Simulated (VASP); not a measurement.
# Sc4Ta (P-43m) in VASP: notebook

Sc4Ta is run at these levels: PBE; tasks: relaxation of cell and atoms.

Everything below comes from runs of VASP 6.6.1. Logs are shortened: lines on timing, memory, paths and dates and some standing lists are left out, and cuts for length are marked.

## 1. The cell of the first run

The structure is cubic, space group P-43m (No. 215). The conventional cell has a = 4.624 Å, b = 4.624 Å, c = 4.624 Å, α = 90.00°, β = 90.00°, γ = 90.00°. Sc (site symmetry 3m) has 1 Ta at 2.00 Å within 2.7 Å. Within 2.7 Å of Ta (site symmetry -43m) lie 4 Sc at 2.00 Å.

## 2. Relaxation of cell and atoms, PBE

Contents of INCAR:

```
ALGO     = Normal         # electronic algorithm
EDIFF    = 1E-7           # SCF threshold, eV
EDIFFG   = -0.04          # ionic threshold
ENCUT    = 600            # plane-wave cutoff, eV
GGA      = PE             # functional
IBRION   = 2              # ionic algorithm
ISIF     = 3              # what is computed and relaxed
ISMEAR   = 0              # smearing method
LASPH    = True           # aspherical terms in the spheres
LCHARG   = False          # write CHGCAR
LREAL    = False          # projectors in reciprocal space
LWAVE    = False          # write WAVECAR
NELM     = 100            # most SCF steps
NSW      = 90             # ionic steps
PREC     = Accurate       # precision mode
SIGMA    = 0.1            # smearing width, eV
```

Contents of KPOINTS:

```
k-points
0
Gamma
  4 4 4
```

Contents of POSCAR:

```
Sc4Ta
1.0
    4.6240033000      0.0000000000      0.0000000000
    0.0000000000      4.6240033000      0.0000000000
    0.0000000000      0.0000000000      4.6240033000
Sc Ta
4 1
Direct
    0.2500000000      0.2500000000      0.2500000000
    0.7500000000      0.7500000000      0.2500000000
    0.2500000000      0.7500000000      0.7500000000
    0.7500000000      0.2500000000      0.7500000000
    0.0000000000      0.0000000000      0.0000000000
```

Potentials or basis: VASP PAW PBE potentials, release 64 (Sc_sv, Ta_pv).

The run is started by

```bash
$ cat potpaw_PBE.64/Sc_sv/POTCAR potpaw_PBE.64/Ta_pv/POTCAR > POTCAR
$ mpirun -np 1 vasp_std > vasp.out
```

OUTCAR:

```text
EDIFF = 1E-7
   EDIFFG = -0.04
   ENCUT = 600
   GGA = PE
   IBRION = 2
   ISIF = 3
   ISMEAR = 0
   LASPH = True
   LREAL = False
   NELM = 100
   NSW = 90
   PREC = Accurate

 ion  position               nearest neighbor table
   1  0.250  0.250  0.250-   5 2.00   3 3.27   4 3.27   2 3.27   3 3.27   4 3.27   2 3.27   3 3.27
                             3 3.27   2 3.27   4 3.27   4 3.27   2 3.27
   2  0.750  0.750  0.250-   5 2.00   3 3.27   4 3.27   1 3.27   3 3.27   4 3.27   1 3.27   4 3.27
                             4 3.27   1 3.27   3 3.27   3 3.27   1 3.27
   3  0.250  0.750  0.750-   5 2.00   2 3.27   4 3.27   1 3.27   1 3.27   2 3.27   1 3.27   4 3.27
                             1 3.27   2 3.27   4 3.27   2 3.27   4 3.27
   4  0.750  0.250  0.750-   5 2.00   2 3.27   3 3.27   1 3.27   1 3.27   2 3.27   2 3.27   3 3.27
                             2 3.27   1 3.27   3 3.27   1 3.27   3 3.27
   5  0.000  0.000  0.000-   1 2.00   2 2.00   3 2.00   4 2.00

  LATTYP: Found a simple cubic cell.
 ALAT       =     4.6240033000

  Lattice vectors:

 A1 = (   4.6240033000,   0.0000000000,   0.0000000000)
 A2 = (   0.0000000000,   4.6240033000,   0.0000000000)
 A3 = (   0.0000000000,   0.0000000000,   4.6240033000)

Analysis of symmetry for initial positions (statically):
=====================================================================
 Subroutine PRICEL returns:
 Original cell was already a primitive cell.

 Routine SETGRP: Setting up the symmetry group for a
 simple cubic supercell.

 Subroutine GETGRP returns: Found 24 space group operations
 (whereof 24 operations were pure point group operations)
 out of a pool of 48 trial point group operations.

The static configuration has the point symmetry T_d .

Analysis of symmetry for dynamics (positions and initial velocities):
=====================================================================
 Subroutine PRICEL returns:
 Original cell was already a primitive cell.

 Routine SETGRP: Setting up the symmetry group for a
 simple cubic supercell.

 Subroutine GETGRP returns: Found 24 space group operations
 (whereof 24 operations were pure point group operations)
 out of a pool of 48 trial point group operations.

The dynamic configuration has the point symmetry T_d .

 Subroutine INISYM returns: Found 24 space group operations
 (whereof 24 operations are pure point group operations),
 and found     1 'primitive' translations

----------------------------------------------------------------------------------------

                                     Primitive cell

  volume of cell :      98.8677

  direct lattice vectors                    reciprocal lattice vectors
     4.624003300  0.000000000  0.000000000     0.216262821  0.000000000  0.000000000
     0.000000000  4.624003300  0.000000000     0.000000000  0.216262821  0.000000000
     0.000000000  0.000000000  4.624003300     0.000000000  0.000000000  0.216262821

  length of vectors
     4.624003300  4.624003300  4.624003300     0.216262821  0.216262821  0.216262821

  position of ions in fractional coordinates (direct lattice)
     0.250000000  0.250000000  0.250000000
     0.750000000  0.750000000  0.250000000
     0.250000000  0.750000000  0.750000000
     0.750000000  0.250000000  0.750000000
     0.000000000  0.000000000  0.000000000

  ion indices of the primitive-cell ions
   primitive index   ion index
                 1           1
                 2           2
                 3           3
                 4           4
                 5           5

----------------------------------------------------------------------------------------

 KPOINTS: k-points

Automatic generation of k-mesh.
 Grid dimensions read from file:
 generate k-points for:    4    4    4

 Generating k-lattice:

  Cartesian coordinates                     Fractional coordinates (reciprocal lattice)
     0.054065705  0.000000000  0.000000000     0.250000000  0.000000000  0.000000000
     0.000000000  0.054065705  0.000000000     0.000000000  0.250000000  0.000000000
     0.000000000  0.000000000  0.054065705     0.000000000  0.000000000  0.250000000

  Length of vectors
     0.054065705  0.054065705  0.054065705

  Shift w.r.t. Gamma in fractional coordinates (k-lattice)
     0.000000000  0.000000000  0.000000000

 Subroutine IBZKPT returns following result:
 ===========================================

 Found     10 irreducible k-points:

 Following reciprocal coordinates:
            Coordinates               Weight
  0.000000  0.000000  0.000000      1.000000
  0.250000  0.000000  0.000000      6.000000
  0.500000  0.000000  0.000000      3.000000
  0.250000  0.250000  0.000000     12.000000
  0.500000  0.250000  0.000000     12.000000
  0.500000  0.500000  0.000000      3.000000
  0.250000  0.250000  0.250000      8.000000
  0.500000  0.250000  0.250000     12.000000
  0.500000  0.500000  0.250000      6.000000
  0.500000  0.500000  0.500000      1.000000
   k-points           NKPTS =     10   k-points in BZ     NKDIM =     10   number of bands    NBANDS=     33
   number of dos      NEDOS =    301   number of ions     NIONS =      5
   total plane-waves  NPLWV =  64000
   dimension x,y,z NGX =    40 NGY =   40 NGZ =   40
   dimension x,y,z NGXF=    80 NGYF=   80 NGZF=   80
   ions per type =               4   1
   NGX,Y,Z   is equivalent  to a cutoff of  14.38, 14.38, 14.38 a.u.
   NGXF,Y,Z  is equivalent  to a cutoff of  28.76, 28.76, 28.76 a.u.
 SYSTEM =  unknown system
   PREC   = accura    normal or accurate (medium, high low for compatibility)
   ISTART =      0    job   : 0-new  1-cont  2-samecut
   ICHARG =      2    charge: 1-file 2-atom 10-const
   ISPIN  =      1    spin polarized calculation?
   LNONCOLLINEAR =      F non collinear calculations
   LSORBIT =      F    spin-orbit coupling
   LASPH  =      T    aspherical Exc in radial PAW
   ENCUT  =  600.0 eV  44.10 Ry    6.64 a.u.   9.24  9.24  9.24*2*pi/ulx,y,z
   NELM   =    100;   NELMIN=  2; NELMDL= -5     # of ELM steps
   EDIFF  = 0.1E-06   stopping-criterion for ELM
   LREAL  =      F    real-space projection
   EDIFFG = -.4E-01   stopping-criterion for IOM
   NSW    =     90    number of steps for IOM
   IBRION =      2    ionic relax: 0-MD 1-quasi-New 2-CG
   NFREE  =      1    steps in history (QN), initial steepest desc. (CG)
   ISIF   =      3    stress and relaxation
   ISYM   =      2    0-nonsym 1-usesym 2-fastsym
   POTIM  = 0.5000    time-step for ionic-motion
   TEBEG  =    0.0;   TEEND  =   0.0 temperature during run
   PSTRESS=    0.0 pullay stress
   NELECT =      55.0000    total number of electrons
   NUPDOWN=      -1.0000    fix difference up-down
   EMIN   =  10.00;   EMAX   =-10.00  energy-range for DOS
   EFERMI =   0.00;   METHOD = LEGACY
   ISMEAR =     0;   SIGMA  =   0.10  broadening in eV -4-tet -1-fermi 0-gaus
   EFERMI_NEDOS =   21; number of points for ismear=-14 and -15
   IALGO  =     38    algorithm
   IMIX   =      4    mixing-type and parameters
     AMIX     =   0.40;   BMIX     =  1.00
     AMIX_MAG =   1.60;   BMIX_MAG =  1.00
  volume/ion in A,a.u.               =      19.77       133.44
  Fermi-wavevector in a.u.,A,eV,Ry     =   1.346411  2.544348 24.664942  1.812822
  Thomas-Fermi vector in A             =   2.474245
   LORBIT       =      0    0 simple, 1 ext, 2 COOP (PROOUT), +10 PAW based schemes
   GGA     = PE    functional components
   LHFCALC =     F    Hartree Fock is set to
   AEXX    =    0.0000 exact exchange contribution
   IVDW    =     0    specifies the selected vdW correction
   LEPSILON=     F    determine dielectric tensor
   LRPA    =     F    only Hartree local field effects (RPA)
 conjugate gradient relaxation of ions
 non-spin polarized calculation
 Gauss-broadening in eV      SIGMA  =   0.10
  energy-cutoff  :      600.00
  volume of cell :       98.87
 maximum number of plane-waves:      3362
 NGX is ok and might be reduce to    40
   NGX = 19   NGY = 19   NGZ = 19

--------------------------------------- Ionic step        1  -------------------------------------------

 number of electron      54.9999988 magnetization

 Free energy of the ion-electron system (eV)
  ---------------------------------------------------
  ext. energy  EPLUGINS =         0.00000000
  ---------------------------------------------------
  free energy    TOTEN  =       -25.97485196 eV

  energy without entropy =      -25.93991144  energy(sigma->0) =      -25.95738170

 E-fermi :   5.1479     XC(G=0): -10.7760

 val. band max:        5.0321282900   @ k =   0.2500   0.2500   0.0000
 cond. band min:       5.1524038713   @ k =   0.5000   0.5000   0.0000
 fundamental gap:      0.1202755813
 Fermi energy:         5.1478758090

 k-point     1 :       0.0000    0.0000    0.0000
  band No.  band energies     occupation
      1     -44.3042      2.00000
      2     -44.3042      2.00000
      3     -44.3042      2.00000
      4     -44.2100      2.00000
      5     -30.1355      2.00000
      6     -30.1355      2.00000
[... 527 lines left out ...]
 POSITION                                       TOTAL-FORCE (eV/Angst)
 -----------------------------------------------------------------------------------
      1.42245      1.42245      1.42245         0.373660      0.373660      0.373660
      3.69431      3.69431      1.42245        -0.373660     -0.373660      0.373660
      1.42245      3.69431      3.69431         0.373660     -0.373660     -0.373660
      3.69431      1.42245      3.69431        -0.373660      0.373660     -0.373660
      0.00000      0.00000      0.00000        -0.000000      0.000000      0.000000
 -----------------------------------------------------------------------------------
    total drift:                               -0.000000     -0.000000      0.000000

  FREE ENERGIE OF THE ION-ELECTRON SYSTEM (eV)
  ---------------------------------------------------
  free  energy   TOTEN  =       -32.0075964384 eV

  energy  without entropy=      -31.9713307297  energy(sigma->0) =      -31.98946358

--------------------------------------- Ionic step        6  -------------------------------------------

 number of electron      54.9999992 magnetization

 E-fermi :   3.2106     XC(G=0):  -9.7606

 val. band max:        3.1905867728   @ k =   0.2500   0.2500   0.0000
 cond. band min:       3.2742984223   @ k =   0.5000   0.2500   0.0000
 fundamental gap:      0.0837116495
 Fermi energy:         3.2106443801

 k-point     1 :       0.0000    0.0000    0.0000
  band No.  band energies     occupation
      1     -46.2464      2.00000
      2     -46.2067      2.00000
      3     -46.2067      2.00000
      4     -46.2067      2.00000
      5     -30.6282      2.00000
      6     -30.6282      2.00000
[... 449 lines left out ...]
 POSITION                                       TOTAL-FORCE (eV/Angst)
 -----------------------------------------------------------------------------------
      1.42237      1.42237      1.42237         0.102531      0.102531      0.102531
      3.57738      3.57738      1.42237        -0.102531     -0.102531      0.102531
      1.42237      3.57738      3.57738         0.102531     -0.102531     -0.102531
      3.57738      1.42237      3.57738        -0.102531      0.102531     -0.102531
     -0.00000      0.00000      0.00000        -0.000000      0.000000     -0.000000
 -----------------------------------------------------------------------------------
    total drift:                                0.000000      0.000000     -0.000000

  FREE ENERGIE OF THE ION-ELECTRON SYSTEM (eV)
  ---------------------------------------------------
  free  energy   TOTEN  =       -32.1389908992 eV

  energy  without entropy=      -32.0970708501  energy(sigma->0) =      -32.11803087

--------------------------------------- Ionic step        9  -------------------------------------------

 number of electron      55.0000012 magnetization

 Free energy of the ion-electron system (eV)
  ---------------------------------------------------
  ext. energy  EPLUGINS =         0.00000000
  ---------------------------------------------------
  free energy    TOTEN  =       -32.14766689 eV

  energy without entropy =      -32.10434911  energy(sigma->0) =      -32.12600800

 E-fermi :   3.3367     XC(G=0):  -9.8604

 val. band max:        3.2966471367   @ k =   0.2500   0.2500   0.0000
 cond. band min:       3.3499980786   @ k =   0.5000   0.5000   0.2500
 fundamental gap:      0.0533509419
 Fermi energy:         3.3366821483

 k-point     1 :       0.0000    0.0000    0.0000
  band No.  band energies     occupation
      1     -46.0762      2.00000
      2     -46.0214      2.00000
      3     -46.0214      2.00000
      4     -46.0214      2.00000
      5     -30.5870      2.00000
      6     -30.5870      2.00000
[... 371 lines left out ...]
 POSITION                                       TOTAL-FORCE (eV/Angst)
 -----------------------------------------------------------------------------------
      1.43617      1.43617      1.43617        -0.002051     -0.002051     -0.002051
      3.58442      3.58442      1.43617         0.002051      0.002051     -0.002051
      1.43617      3.58442      3.58442        -0.002051      0.002051      0.002051
      3.58442      1.43617      3.58442         0.002051     -0.002051      0.002051
      5.02059      0.00000      0.00000        -0.000000      0.000000      0.000000
 -----------------------------------------------------------------------------------
    total drift:                                0.000000      0.000000      0.000000

  FREE ENERGIE OF THE ION-ELECTRON SYSTEM (eV)
  ---------------------------------------------------
  free  energy   TOTEN  =       -32.1476668906 eV

  energy  without entropy=      -32.1043491090  energy(sigma->0) =      -32.12600800

 reached required accuracy - stopping structural energy minimisation
```

Wall time 6.2 min (1 thread of Intel Xeon Platinum 8375C at 2.90GHz (Ice Lake), shared host); peak memory 0.26 GiB.

Results:

```
Free energy                            : -32.1477 eV
Relaxed volume                         : 25.31 Å³/atom
Relaxed cell                           : a = 5.021 Å, b = 5.021 Å, c = 5.021 Å, α = 90.00°, β = 90.00°, γ = 90.00°
Space group after relaxing (to 0.05 Å) : P-43m (No. 215)
Energy gained by relaxing              : 1234.6 meV/atom
Ionic steps                            : 9
Pressure after relaxing                : 0.1 GPa
```

Step by step:
```tsv
step	energy change (eV)	largest force (eV/Å)	pressure (GPa)	volume (Å³)
1	0.0000	8.4067	39.58	98.87
2	-3.5382	0.9398	-8.96	186.53
3	-6.0150	0.4198	-2.95	137.67
4	-6.0274	0.5076	-2.49	136.18
5	-6.0327	0.6472	-1.75	133.96
6	-6.1309	0.4366	-0.59	129.32
7	-6.1641	0.1640	0.81	124.79
8	-6.1641	0.1776	0.75	124.98
9	-6.1728	0.0036	0.07	126.55
```

Final structure:
```cif
data_structure
_symmetry_space_group_name_H-M 'P 1'
_symmetry_Int_Tables_number 1
_cell_length_a 5.0206
_cell_length_b 5.0206
_cell_length_c 5.0206
_cell_angle_alpha 90.000
_cell_angle_beta 90.000
_cell_angle_gamma 90.000
_cell_volume 126.55
loop_
_atom_site_label
_atom_site_type_symbol
_atom_site_fract_x
_atom_site_fract_y
_atom_site_fract_z
_atom_site_occupancy
Sc1 Sc 0.28606 0.28606 0.28606 1
Sc2 Sc 0.71394 0.71394 0.28606 1
Sc3 Sc 0.28606 0.71394 0.71394 1
Sc4 Sc 0.71394 0.28606 0.71394 1
Ta1 Ta 0.00000 0.00000 0.00000 1
```

Caveat: the volume moved by over 15 % at a fixed basis, so the end points are rough; spin-orbit coupling is left out, which moves the levels of the heavy elements.

(Part 1 of 2 ends here.)
